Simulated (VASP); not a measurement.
# Ge in VASP: notebook, part 2 of 2

VASP 6.6.1. The steps go on from the part before.

## 4. Single point, PBE+D3(BJ)

This run uses another cell than the first one.

The input, INCAR:

```
SYSTEM = Ge
PREC     = Accurate       ! precision mode
ENCUT    = 520            ! plane-wave cutoff, eV
EDIFF    = 1E-6           ! SCF threshold, eV
ISMEAR   = 0              ! smearing method
SIGMA    = 0.1            ! smearing width, eV
LREAL    = .False.        ! projectors in reciprocal space
LASPH    = .True.         ! aspherical terms in the spheres
NELM     = 60             ! most SCF steps
ALGO     = Normal         ! electronic algorithm
ISIF     = 2              ! what is computed and relaxed
LWAVE    = .False.        ! write WAVECAR
LCHARG   = .True.         ! write CHGCAR
LDIPOL   = .True.       
IDIPOL   = 3            
DIPOL    = 0.5 0.5 0.500
GGA      = PE             ! functional
IVDW     = 12             ! dispersion correction
LELF     = .True.         ! ELF
LVHAR    = .True.       
LVACPOTAV= .True.       
NBANDS   = 21             ! bands
```

The input, KPOINTS:

```
Automatic mesh
0
Gamma
  12 12 1
  0 0 0
```

The input, POSCAR:

```
Ge
1.0
    4.1590000000      0.0000000000      0.0000000000
   -2.0795000000      3.6017996543      0.0000000000
    0.0000000000      0.0000000000     28.0000000000
Ge
2
Direct
    0.3333333333      0.6666666667      0.5104821429
    0.6666666667      0.3333333333      0.4895178571
```

Potentials or basis: VASP PAW PBE potentials, release 64 (Ge_d).

Started as:

```
$ cat potpaw_PBE.64/Ge_d/POTCAR > POTCAR
$ mpirun -np 1 vasp_std > vasp.out
```

OUTCAR:

```text
SYSTEM = Ge
   PREC = Accurate
   ENCUT = 520
   EDIFF = 1E-6
   ISMEAR = 0
   LREAL = .False.
   LASPH = .True.
   NELM = 60
   ISIF = 2
   GGA = PE
   IVDW = 12
 IVDW          = 12

 ion  position               nearest neighbor table
   1  0.333  0.667  0.510-   2 2.47   2 2.47   2 2.47
   2  0.667  0.333  0.490-   1 2.47   1 2.47   1 2.47

  LATTYP: Found a hexagonal cell.
 ALAT       =     4.1590000000
 C/A-ratio  =     6.7323875932

  Lattice vectors:

 A1 = (   4.1590000000,   0.0000000000,   0.0000000000)
 A2 = (  -2.0795000000,   3.6017996543,   0.0000000000)
 A3 = (   0.0000000000,   0.0000000000,  28.0000000000)

Analysis of symmetry for initial positions (statically):
=====================================================================
 Subroutine PRICEL returns:
 Original cell was already a primitive cell.

 Routine SETGRP: Setting up the symmetry group for a
 hexagonal supercell.

 Subroutine GETGRP returns: Found 12 space group operations
 (whereof 12 operations were pure point group operations)
 out of a pool of 24 trial point group operations.

The static configuration has the point symmetry D_3d.

Analysis of symmetry for dynamics (positions and initial velocities):
=====================================================================
 Subroutine PRICEL returns:
 Original cell was already a primitive cell.

 Routine SETGRP: Setting up the symmetry group for a
 hexagonal supercell.

 Subroutine GETGRP returns: Found 12 space group operations
 (whereof 12 operations were pure point group operations)
 out of a pool of 24 trial point group operations.

The dynamic configuration has the point symmetry D_3d.

 Subroutine INISYM returns: Found 12 space group operations
 (whereof 12 operations are pure point group operations),
 and found     1 'primitive' translations

----------------------------------------------------------------------------------------

                                     Primitive cell

  volume of cell :     419.4368

  direct lattice vectors                    reciprocal lattice vectors
     4.159000000  0.000000000  0.000000000     0.240442414  0.138819492  0.000000000
    -2.079500000  3.601799654  0.000000000     0.000000000  0.277638985  0.000000000
     0.000000000  0.000000000 28.000000000     0.000000000  0.000000000  0.035714286

  length of vectors
     4.159000000  4.159000000 28.000000000     0.277638985  0.277638985  0.035714286

  position of ions in fractional coordinates (direct lattice)
     0.333333333  0.666666667  0.510482143
     0.666666667  0.333333333  0.489517857

  ion indices of the primitive-cell ions
   primitive index   ion index
                 1           1
                 2           2

----------------------------------------------------------------------------------------

 KPOINTS: Automatic mesh

Automatic generation of k-mesh.
 Grid dimensions read from file:
 generate k-points for:   12   12    1

 Generating k-lattice:

  Cartesian coordinates                     Fractional coordinates (reciprocal lattice)
     0.020036868  0.011568291  0.000000000     0.083333333  0.000000000  0.000000000
     0.000000000  0.023136582  0.000000000     0.000000000  0.083333333  0.000000000
     0.000000000  0.000000000  0.035714286     0.000000000  0.000000000  1.000000000

  Length of vectors
     0.023136582  0.023136582  0.035714286

  Shift w.r.t. Gamma in fractional coordinates (k-lattice)
     0.000000000  0.000000000  0.000000000

 Subroutine IBZKPT returns following result:
 ===========================================

 Found     19 irreducible k-points:

 Following reciprocal coordinates:
            Coordinates               Weight
  0.000000  0.000000  0.000000      1.000000
  0.083333 -0.000000  0.000000      6.000000
  0.166667 -0.000000  0.000000      6.000000
  0.250000 -0.000000  0.000000      6.000000
  0.333333 -0.000000  0.000000      6.000000
  0.416667 -0.000000  0.000000      6.000000
[... 11 lines left out ...]
  0.333333  0.250000  0.000000     12.000000
  0.333333  0.333333  0.000000      2.000000
   k-points           NKPTS =     19   k-points in BZ     NKDIM =     19   number of bands    NBANDS=     21
   number of dos      NEDOS =    301   number of ions     NIONS =      2
   total plane-waves  NPLWV = 215040
   dimension x,y,z NGX =    32 NGY =   32 NGZ =  210
   dimension x,y,z NGXF=    64 NGYF=   64 NGZF=  420
   ions per type =               2
   NGX,Y,Z   is equivalent  to a cutoff of  12.79, 12.79, 12.47 a.u.
   NGXF,Y,Z  is equivalent  to a cutoff of  25.58, 25.58, 24.94 a.u.
 SYSTEM =  Ge
   PREC   = accura    normal or accurate (medium, high low for compatibility)
   ISTART =      0    job   : 0-new  1-cont  2-samecut
   ICHARG =      2    charge: 1-file 2-atom 10-const
   ISPIN  =      1    spin polarized calculation?
   LNONCOLLINEAR =      F non collinear calculations
   LSORBIT =      F    spin-orbit coupling
   LASPH  =      T    aspherical Exc in radial PAW
   ENCUT  =  520.0 eV  38.22 Ry    6.18 a.u.   7.73  7.73 52.06*2*pi/ulx,y,z
   NELM   =     60;   NELMIN=  2; NELMDL= -5     # of ELM steps
   EDIFF  = 0.1E-05   stopping-criterion for ELM
   LREAL  =      F    real-space projection
   EDIFFG = 0.1E-04   stopping-criterion for IOM
   NSW    =      0    number of steps for IOM
   IBRION =     -1    ionic relax: 0-MD 1-quasi-New 2-CG
   NFREE  =      0    steps in history (QN), initial steepest desc. (CG)
   ISIF   =      2    stress and relaxation
   ISYM   =      2    0-nonsym 1-usesym 2-fastsym
   POTIM  = 0.5000    time-step for ionic-motion
   TEBEG  =    0.0;   TEEND  =   0.0 temperature during run
   PSTRESS=    0.0 pullay stress
   NELECT =      28.0000    total number of electrons
   NUPDOWN=      -1.0000    fix difference up-down
   EMIN   =  10.00;   EMAX   =-10.00  energy-range for DOS
   EFERMI =   0.00;   METHOD = LEGACY
   ISMEAR =     0;   SIGMA  =   0.10  broadening in eV -4-tet -1-fermi 0-gaus
   EFERMI_NEDOS =   21; number of points for ismear=-14 and -15
   IALGO  =     38    algorithm
   IMIX   =      4    mixing-type and parameters
     AMIX     =   0.40;   BMIX     =  1.00
     AMIX_MAG =   1.60;   BMIX_MAG =  1.00
  volume/ion in A,a.u.               =     209.72      1415.25
  Fermi-wavevector in a.u.,A,eV,Ry     =   0.664108  1.254982  6.000705  0.441039
  Thomas-Fermi vector in A             =   1.737694
   LORBIT       =      0    0 simple, 1 ext, 2 COOP (PROOUT), +10 PAW based schemes
   GGA     = PE    functional components
   LHFCALC =     F    Hartree Fock is set to
   AEXX    =    0.0000 exact exchange contribution
   IVDW    =    12    specifies the selected vdW correction
   LEPSILON=     F    determine dielectric tensor
   LRPA    =     F    only Hartree local field effects (RPA)
 non-spin polarized calculation
 Gauss-broadening in eV      SIGMA  =   0.10
  energy-cutoff  :      520.00
  volume of cell :      419.44
 maximum number of plane-waves:     11343
 NGX is ok and might be reduce to    32
   NGX = 15   NGY = 15   NGZ =105

 dipolmoment           0.000000      0.000000      0.000000 electrons x Angstroem

 number of electron      28.0000021 magnetization

 dipolmoment           0.000000      0.000000     -0.000000 electrons x Angstroem

 Free energy of the ion-electron system (eV)
  ---------------------------------------------------
  ext. energy  EPLUGINS =         0.00000000
  ---------------------------------------------------
  free energy    TOTEN  =        -8.03360013 eV

  energy without entropy =       -8.03235178  energy(sigma->0) =       -8.03297595

 E-fermi :  -3.4910     XC(G=0):  -1.6141

 val. band max:       -3.8203276247   @ k =   0.0000   0.0000   0.0000
 cond. band min:      -3.4433341130   @ k =   0.3333   0.3333   0.0000
 fundamental gap:      0.3769935117
 Fermi energy:        -3.4910276090

 k-point     1 :       0.0000    0.0000    0.0000
  band No.  band energies     occupation
      1     -28.1328      2.00000
      2     -28.1328      2.00000
      3     -28.1182      2.00000
      4     -28.1024      2.00000
      5     -28.1024      2.00000
      6     -28.0251      2.00000
[... 430 lines left out ...]
      5     -28.0211      2.00000
      6     -28.0211      2.00000
[... 13 lines left out ...]
     20       3.2500      0.00000
     21       3.2500      0.00000

------------------------ aborting loop because EDIFF is reached ----------------------------------------

 Edisp (eV)   -0.28788

 E8    (eV) :    -0.1376

  FORCE on cell =-STRESS in cart. coord.  units (eV):
  Direction    XX          YY          ZZ          XY          YZ          ZX
  --------------------------------------------------------------------------------------
  -------------------------------------------------------------------------------------
  Total      -1.59833    -1.59833     0.08173     0.00000     0.00000     0.00000
  in kB      -6.10534    -6.10534     0.31219     0.00000     0.00000     0.00000
  external pressure =       -3.97 kB  Pullay stress =        0.00 kB

 VOLUME and BASIS-vectors are now :
 -----------------------------------------------------------------------------
  energy-cutoff  :      520.00
  volume of cell :      419.44
      direct lattice vectors                 reciprocal lattice vectors
     4.159000000  0.000000000  0.000000000     0.240442414  0.138819492  0.000000000
    -2.079500000  3.601799654  0.000000000     0.000000000  0.277638985  0.000000000
     0.000000000  0.000000000 28.000000000     0.000000000  0.000000000  0.035714286

 POSITION                                       TOTAL-FORCE (eV/Angst)
 -----------------------------------------------------------------------------------
     -0.00000      2.40120     14.29350        -0.000000      0.000000      0.163701
      2.07950      1.20060     13.70650         0.000000     -0.000000     -0.163701
 -----------------------------------------------------------------------------------
    total drift:                               -0.000000      0.000000      0.000000

  FREE ENERGIE OF THE ION-ELECTRON SYSTEM (eV)
  ---------------------------------------------------
  free  energy   TOTEN  =        -8.3214798422 eV

  energy  without entropy=       -8.3202314892  energy(sigma->0) =       -8.32085567

 vacuum level on the upper side and lower side of the slab         1.013         1.013
```

It took 5.8 min on 1 thread of Intel Xeon 8259CL, shared host; peak memory 0.55 GiB.

What came out:

- Free energy: -8.3215 eV
- Largest force: 0.164 eV/Å
- Band gap on the k mesh: zero (bands 14 and 15 overlap by 0.38 eV)
- Dispersion energy per atom: -0.144 eV

Forces in eV/Å, atoms in the order of the input:
```
Ge   0.000  0.000  0.164
Ge   0.000  0.000 -0.164
```

Levels at points of the mesh, in eV from the Fermi level:
```csv
k point,band 10,band 11,band 12,band 13,band 14,band 15,band 16,band 17,band 18,band 19
"(0.00, 0.00, 0.00)",-24.43,-11.11,-3.37,-0.80,-0.80,-0.33,2.55,3.53,3.53,4.27
"(0.50, 0.00, 0.00)",-24.38,-9.24,-7.46,-2.19,-1.06,0.76,1.24,5.52,6.26,6.82
```

## 5. Single point, PBE+D3(BJ)

This run uses another cell than the first one.

The input, INCAR:

```
SYSTEM = Ge
  PREC = Accurate
  ENCUT = 520
  EDIFF = 1E-6
  ISMEAR = 0
  SIGMA = 0.1
  LREAL = .FALSE.
  LASPH = .TRUE.
  NELM = 100
  ALGO = Normal
  ISIF = 2
  LWAVE = .FALSE.
  LCHARG = .FALSE.
  LDIPOL = .TRUE.
  IDIPOL = 3
  DIPOL = 0.5 0.5 0.500
  GGA = PE
  IVDW = 12
  NBANDS = 21
```

The input, KPOINTS:

```
Automatic mesh
0
G
  12 12 1
  0 0 0
```

The input, POSCAR:

```
Ge
1.0
    4.1590000000      0.0000000000      0.0000000000
   -2.0795000000      3.6017996543      0.0000000000
    0.0000000000      0.0000000000     28.0000000000
Ge
2
Direct
    0.3333333333      0.6666666667      0.5157142857
    0.6666666667      0.3333333333      0.4842857143
```

Started as:

```
$ cat potpaw_PBE.64/Ge_d/POTCAR > POTCAR
$ mpirun -np 1 vasp_std > vasp.out
```

Wall time 6.2 min (1 thread of Intel Xeon 8259CL, shared host); peak memory 0.54 GiB.

Results (log left out):

```yaml
Free_energy: -8.2179 eV
Largest_force: 0.935 eV/Å
Band_gap_on_the_k_mesh: zero (bands 14 and 15 overlap by 0.04 eV)
Dispersion_energy_per_atom: -0.145 eV
```

Forces in eV/Å, atoms in the order of the input:
```
Ge   0.000  0.000 -0.935
Ge   0.000  0.000  0.935
```

Levels at points of the mesh, in eV from the Fermi level:
```
           k point  band 12  band 13  band 14  band 15  band 16  band 17
(0.00, 0.00, 0.00)    -3.82    -0.01    -0.01     0.72     1.97     3.89
(0.50, 0.00, 0.00)    -6.88    -1.38    -1.18     0.57     1.98     5.06
```

## 6. The runs side by side

| cell | gap on the mesh (eV) | largest force (eV/Å) |
| --- | --- | --- |
| a = 4.095, b = 4.095, c = 28.000 Å, angles 90.0, 90.0, 120.0°, 2 atoms, atomic positions A | none | 1.38 |
| a = 4.159, b = 4.159, c = 28.000 Å, angles 90.0, 90.0, 120.0°, 2 atoms, atomic positions B | none | 0.53 |
| a = 4.159, b = 4.159, c = 28.000 Å, angles 90.0, 90.0, 120.0°, 2 atoms, atomic positions C | none | 0.16 |
| a = 4.159, b = 4.159, c = 28.000 Å, angles 90.0, 90.0, 120.0°, 2 atoms, atomic positions D | none | 0.93 |

Alike in all rows: task single point; level PBE+D3(BJ); potentials or basis VASP PAW PBE potentials, release 64 (Ge_d); no spin polarisation; k mesh 12 × 12 × 1; cutoff (eV) 520; smearing gaussian 0.1 eV.

Absolute energies hang on the potentials; compare differences alone.

The gap in the log of VASP goes by the Fermi energy; the results here count the filled bands.